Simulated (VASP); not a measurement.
# ZnSe (F-43m) in VASP: further runs

Runs on ZnSe. Level: LDA. Tasks: electric field gradients.

Program: VASP 6.6.1. These are calculated values, not measurements. Logs are shortened: lines on timing, memory, paths and dates and some standing lists are left out, and cuts for length are marked.

**1. The cell of the first run**

Symmetry: F-43m, No. 216, cubic system. The conventional cell has a = 5.649 Å, b = 5.649 Å, c = 5.649 Å, α = 90.00°, β = 90.00°, γ = 90.00°. Zn (site symmetry -43m) has 4 Se at 2.45 Å within 3.2 Å. Se (site symmetry -43m) has 4 Zn at 2.45 Å within 3.2 Å.

**2. Electric field gradients, LDA (22.53 Å³/atom)**

INCAR

```
SYSTEM = ZnSe
PREC = Accurate ; ENCUT = 520
EDIFF = 1E-8 ; ISMEAR = -1
SIGMA = 0.03 ; LREAL = .FALSE.
LASPH = .TRUE. ; NELM = 60
ALGO = Normal ; ISIF = 2
LWAVE = .FALSE. ; LCHARG = .FALSE.
GGA = CA ; LEFG = .TRUE.
NBANDS = 16
```

KPOINTS

```
regular mesh
0
G
  8 8 8
  0 0 0
```

POSCAR

```
ZnSe
1.0
    0.0000000000      2.8243223372      2.8243223372
    2.8243223372      0.0000000000      2.8243223372
    2.8243223372      2.8243223372      0.0000000000
Zn Se
1 1
Direct
    0.0000000000      0.0000000000      0.0000000000
    0.7500000000      0.7500000000      0.7500000000
```

Potentials or basis: VASP PAW LDA potentials, release 64 (Zn, Se).

Started as:

```sh
$ cat potpaw_LDA.64/Zn/POTCAR potpaw_LDA.64/Se/POTCAR > POTCAR
$ mpirun -np 1 vasp_std > vasp.out
```

OUTCAR:

```text
SYSTEM = ZnSe
   PREC = Accurate
   ENCUT = 520
   EDIFF = 1E-8
   ISMEAR = -1
   LREAL = .FALSE.
   LASPH = .TRUE.
   NELM = 60
   ISIF = 2
   GGA = CA

 ion  position               nearest neighbor table
   1  0.000  0.000  0.000-   2 2.45   2 2.45   2 2.45   2 2.45
   2  0.750  0.750  0.750-   1 2.45   1 2.45   1 2.45   1 2.45

  LATTYP: Found a face centered cubic cell.
 ALAT       =     5.6486446744

  Lattice vectors:

 A1 = (   0.0000000000,   2.8243223372,   2.8243223372)
 A2 = (   2.8243223372,   0.0000000000,   2.8243223372)
 A3 = (   2.8243223372,   2.8243223372,   0.0000000000)

Analysis of symmetry for initial positions (statically):
=====================================================================
 Subroutine PRICEL returns:
 Original cell was already a primitive cell.

 Routine SETGRP: Setting up the symmetry group for a
 face centered cubic supercell.

 Subroutine GETGRP returns: Found 24 space group operations
 (whereof 24 operations were pure point group operations)
 out of a pool of 48 trial point group operations.

The static configuration has the point symmetry T_d .

Analysis of symmetry for dynamics (positions and initial velocities):
=====================================================================
 Subroutine PRICEL returns:
 Original cell was already a primitive cell.

 Routine SETGRP: Setting up the symmetry group for a
 face centered cubic supercell.

 Subroutine GETGRP returns: Found 24 space group operations
 (whereof 24 operations were pure point group operations)
 out of a pool of 48 trial point group operations.

The dynamic configuration has the point symmetry T_d .

 Subroutine INISYM returns: Found 24 space group operations
 (whereof 24 operations are pure point group operations),
 and found     1 'primitive' translations

----------------------------------------------------------------------------------------

                                     Primitive cell

  volume of cell :      45.0581

  direct lattice vectors                    reciprocal lattice vectors
     0.000000000  2.824322337  2.824322337    -0.177033617  0.177033617  0.177033617
     2.824322337  0.000000000  2.824322337     0.177033617 -0.177033617  0.177033617
     2.824322337  2.824322337  0.000000000     0.177033617  0.177033617 -0.177033617

  length of vectors
     3.994194954  3.994194954  3.994194954     0.306631220  0.306631220  0.306631220

  position of ions in fractional coordinates (direct lattice)
     0.000000000  0.000000000  0.000000000
     0.750000000  0.750000000  0.750000000

  ion indices of the primitive-cell ions
   primitive index   ion index
                 1           1
                 2           2

----------------------------------------------------------------------------------------

 KPOINTS: regular mesh

Automatic generation of k-mesh.
 Grid dimensions read from file:
 generate k-points for:    8    8    8

 Generating k-lattice:

  Cartesian coordinates                     Fractional coordinates (reciprocal lattice)
    -0.022129202  0.022129202  0.022129202     0.125000000  0.000000000  0.000000000
     0.022129202 -0.022129202  0.022129202     0.000000000  0.125000000  0.000000000
     0.022129202  0.022129202 -0.022129202     0.000000000  0.000000000  0.125000000

  Length of vectors
     0.038328902  0.038328902  0.038328902

  Shift w.r.t. Gamma in fractional coordinates (k-lattice)
     0.000000000  0.000000000  0.000000000

 Subroutine IBZKPT returns following result:
 ===========================================

 Found     29 irreducible k-points:

 Following reciprocal coordinates:
            Coordinates               Weight
  0.000000  0.000000  0.000000      1.000000
  0.125000  0.000000  0.000000      8.000000
  0.250000  0.000000  0.000000      8.000000
  0.375000  0.000000  0.000000      8.000000
  0.500000  0.000000  0.000000      4.000000
  0.125000  0.125000  0.000000      6.000000
[... 16 lines left out ...]
  0.500000  0.250000  0.125000     48.000000
 -0.375000  0.250000  0.125000     24.000000
 [... further k-points ...]
   k-points           NKPTS =     29   k-points in BZ     NKDIM =     29   number of bands    NBANDS=     16
   number of dos      NEDOS =    301   number of ions     NIONS =      2
   total plane-waves  NPLWV =  27000
   dimension x,y,z NGX =    30 NGY =   30 NGZ =   30
   dimension x,y,z NGXF=    60 NGYF=   60 NGZF=   60
   ions per type =               1   1
   NGX,Y,Z   is equivalent  to a cutoff of  12.49, 12.49, 12.49 a.u.
   NGXF,Y,Z  is equivalent  to a cutoff of  24.97, 24.97, 24.97 a.u.
 SYSTEM =  ZnSe
   PREC   = accura    normal or accurate (medium, high low for compatibility)
   ISTART =      0    job   : 0-new  1-cont  2-samecut
   ICHARG =      2    charge: 1-file 2-atom 10-const
   ISPIN  =      1    spin polarized calculation?
   LNONCOLLINEAR =      F non collinear calculations
   LSORBIT =      F    spin-orbit coupling
   LASPH  =      T    aspherical Exc in radial PAW
   ENCUT  =  520.0 eV  38.22 Ry    6.18 a.u.   7.43  7.43  7.43*2*pi/ulx,y,z
   NELM   =     60;   NELMIN=  2; NELMDL= -5     # of ELM steps
   EDIFF  = 0.1E-07   stopping-criterion for ELM
   LREAL  =      F    real-space projection
   EDIFFG = 0.1E-06   stopping-criterion for IOM
   NSW    =      0    number of steps for IOM
   IBRION =     -1    ionic relax: 0-MD 1-quasi-New 2-CG
   NFREE  =      0    steps in history (QN), initial steepest desc. (CG)
   ISIF   =      2    stress and relaxation
   ISYM   =      2    0-nonsym 1-usesym 2-fastsym
   POTIM  = 0.5000    time-step for ionic-motion
   TEBEG  =    0.0;   TEEND  =   0.0 temperature during run
   PSTRESS=    0.0 pullay stress
   NELECT =      18.0000    total number of electrons
   NUPDOWN=      -1.0000    fix difference up-down
   EMIN   =  10.00;   EMAX   =-10.00  energy-range for DOS
   EFERMI =   0.00;   METHOD = LEGACY
   ISMEAR =    -1;   SIGMA  =   0.03  broadening in eV -4-tet -1-fermi 0-gaus
   EFERMI_NEDOS =   21; number of points for ismear=-14 and -15
   IALGO  =     38    algorithm
   IMIX   =      4    mixing-type and parameters
     AMIX     =   0.40;   BMIX     =  1.00
     AMIX_MAG =   1.60;   BMIX_MAG =  1.00
  volume/ion in A,a.u.               =      22.53       152.03
  Fermi-wavevector in a.u.,A,eV,Ry     =   1.205706  2.278454 19.779155  1.453727
  Thomas-Fermi vector in A             =   2.341395
   LORBIT       =      0    0 simple, 1 ext, 2 COOP (PROOUT), +10 PAW based schemes
   GGA     = CA    functional components
   LHFCALC =     F    Hartree Fock is set to
   AEXX    =    0.0000 exact exchange contribution
   IVDW    =     0    specifies the selected vdW correction
   LEPSILON=     F    determine dielectric tensor
   LRPA    =     F    only Hartree local field effects (RPA)
 non-spin polarized calculation
  energy-cutoff  :      520.00
  volume of cell :       45.06
 maximum number of plane-waves:      1243
 NGX is ok and might be reduce to    30
   NGX = 15   NGY = 15   NGZ = 15

 number of electron      18.0000005 magnetization

 Free energy of the ion-electron system (eV)
  ---------------------------------------------------
  ext. energy  EPLUGINS =         0.00000000
  ---------------------------------------------------
  free energy    TOTEN  =        -7.35836692 eV

  energy without entropy =       -7.35836692  energy(sigma->0) =       -7.35836692

 E-fermi :   2.1680     XC(G=0):  -9.7435

 val. band max:        1.5961910197   @ k =   0.0000   0.0000   0.0000
 cond. band min:       2.7055991819   @ k =   0.0000   0.0000   0.0000
 fundamental gap:      1.1094081622
 Fermi energy:         2.1680300052

 k-point     1 :       0.0000    0.0000    0.0000
  band No.  band energies     occupation
      1     -11.7583      2.00000
      2      -5.1175      2.00000
      3      -5.1175      2.00000
      4      -5.1175      2.00000
      5      -4.7493      2.00000
      6      -4.7493      2.00000
[... 8 lines left out ...]
     15      13.0928      0.00000
     16      13.0928      0.00000

 k-point     2 :       0.1250    0.0000    0.0000
  band No.  band energies     occupation
      1     -11.6550      2.00000
      2      -5.1109      2.00000
      3      -5.1015      2.00000
      4      -5.1015      2.00000
      5      -4.7507      2.00000
      6      -4.7507      2.00000
[... 8 lines left out ...]
     15      12.2422      0.00000
     16      12.2422      0.00000

 k-point     3 :       0.2500    0.0000    0.0000
  band No.  band energies     occupation
      1     -11.3865      2.00000
      2      -5.0666      2.00000
      3      -5.0666      2.00000
      4      -5.0555      2.00000
      5      -4.7493      2.00000
      6      -4.7493      2.00000
[... 8 lines left out ...]
     15      11.9907      0.00000
     16      12.0852      0.00000

 k-point     4 :       0.3750    0.0000    0.0000
  band No.  band energies     occupation
      1     -11.0843      2.00000
      2      -5.0389      2.00000
      3      -5.0389      2.00000
      4      -4.8586      2.00000
      5      -4.7386      2.00000
      6      -4.7386      2.00000
[... 8 lines left out ...]
     15      13.1142      0.00000
     16      13.1142      0.00000

 k-point     5 :       0.5000    0.0000    0.0000
  band No.  band energies     occupation
      1     -10.9466      2.00000
      2      -5.0301      2.00000
      3      -5.0301      2.00000
      4      -4.7308      2.00000
      5      -4.7308      2.00000
      6      -4.5857      2.00000
[... 8 lines left out ...]
     15      14.6865      0.00000
     16      14.6865      0.00000

 k-point     6 :       0.1250    0.1250    0.0000
  band No.  band energies     occupation
      1     -11.6205      2.00000
      2      -5.1260      2.00000
      3      -5.0874      2.00000
      4      -5.0874      2.00000
      5      -4.7610      2.00000
      6      -4.7421      2.00000
[... 8 lines left out ...]
     15      12.6362      0.00000
     16      13.3158      0.00000
[... 267 lines left out ...]
 k-point    21 :       0.5000    0.5000    0.0000
  band No.  band energies     occupation
      1     -10.6713      2.00000
      2      -5.0865      2.00000
      3      -4.8642      2.00000
      4      -4.8642      2.00000
      5      -4.7003      2.00000
      6      -4.5646      2.00000
[... 8 lines left out ...]
     15      15.6173      0.00000
     16      16.0227      0.00000

 k-point    22 :       0.3750    0.2500    0.1250
  band No.  band energies     occupation
      1     -11.1764      2.00000
      2      -5.0751      2.00000
      3      -5.0155      2.00000
      4      -4.9875      2.00000
      5      -4.7640      2.00000
      6      -4.7241      2.00000
[... 8 lines left out ...]
     15      13.8108      0.00000
     16      14.8989      0.00000

 k-point    23 :       0.5000    0.2500    0.1250
  band No.  band energies     occupation
      1     -10.9240      2.00000
      2      -5.0223      2.00000
      3      -4.9913      2.00000
      4      -4.8599      2.00000
      5      -4.7370      2.00000
      6      -4.6811      2.00000
[... 8 lines left out ...]
     15      14.0839      0.00000
     16      15.1773      0.00000

 k-point    24 :      -0.3750    0.2500    0.1250
  band No.  band energies     occupation
      1     -10.8115      2.00000
      2      -5.0147      2.00000
      3      -4.9768      2.00000
      4      -4.7825      2.00000
      5      -4.7422      2.00000
      6      -4.5318      2.00000
[... 8 lines left out ...]
     15      14.2366      0.00000
     16      15.0613      0.00000

 [... further k-points ...]

------------------------ aborting loop because EDIFF is reached ----------------------------------------

  FORCE on cell =-STRESS in cart. coord.  units (eV):
  Direction    XX          YY          ZZ          XY          YZ          ZX
  --------------------------------------------------------------------------------------
  -------------------------------------------------------------------------------------
  Total       -0.7037997     -0.7037997     -0.7037997     -0.0000000      0.0000000     -0.0000000
  in kB      -25.0257371    -25.0257371    -25.0257371     -0.0000000      0.0000000     -0.0000000
  external PRESSURE =     -25.0257371 kB  Pullay stress =       0.0000000 kB

 VOLUME and BASIS-vectors are now :
 -----------------------------------------------------------------------------
  energy-cutoff  :      520.00
  volume of cell :       45.06
      direct lattice vectors                 reciprocal lattice vectors
     0.000000000  2.824322337  2.824322337    -0.177033617  0.177033617  0.177033617
     2.824322337  0.000000000  2.824322337     0.177033617 -0.177033617  0.177033617
     2.824322337  2.824322337  0.000000000     0.177033617  0.177033617 -0.177033617

 POSITION                                       TOTAL-FORCE (eV/Angst)
 -----------------------------------------------------------------------------------
      0.00000      0.00000      0.00000        -0.000000     -0.000000      0.000000
      4.23648      4.23648      4.23648         0.000000      0.000000     -0.000000
 -----------------------------------------------------------------------------------
    total drift:                                0.000001      0.000001      0.000001

  FREE ENERGIE OF THE ION-ELECTRON SYSTEM (eV)
  ---------------------------------------------------
  free  energy   TOTEN  =        -7.3583669196 eV

  energy  without entropy=       -7.3583669195  energy(sigma->0) =       -7.35836692

 Electric field gradients (V/A^2)
---------------------------------------------------------------------
 ion       V_xx      V_yy      V_zz      V_xy      V_xz      V_yz
---------------------------------------------------------------------
   1      -0.000    -0.000     0.000     0.002     0.002     0.002
   2       0.000    -0.000     0.000     0.000     0.000     0.000
---------------------------------------------------------------------

 Electric field gradients after diagonalization (V/A^2)
 (convention: |V_zz| > |V_xx| > |V_yy|)
----------------------------------------------------------------------
 ion       V_xx      V_yy      V_zz     asymmetry (V_yy - V_xx)/ V_zz
----------------------------------------------------------------------
   1      -0.002    -0.002     0.005       0.000
   2      -0.000    -0.000     0.000       0.000
----------------------------------------------------------------------

           NMR quadrupolar parameters

 Cq : quadrupolar parameter    Cq=e*Q*V_zz/h
 eta: asymmetry parameters     (V_yy - V_xx)/ V_zz
 Q  : nuclear electric quadrupole moment in mb (millibarn)
----------------------------------------------------------------------
 ion       Cq(MHz)       eta       Q (mb)
----------------------------------------------------------------------
   1       0.000       0.000       1.000
   2       0.000       0.000       1.000
----------------------------------------------------------------------
```

Wall time 40 s (1 thread of Intel Xeon 8259CL, shared host); peak memory 0.16 GiB.

What came out:

* Free energy: -7.3584 eV
* Pressure: -2.5 GPa
* Band gap on the k mesh: 1.11 eV
* Largest electric field gradient by atom: zero within the noise of the run

(Continued in part 2 of 2.)
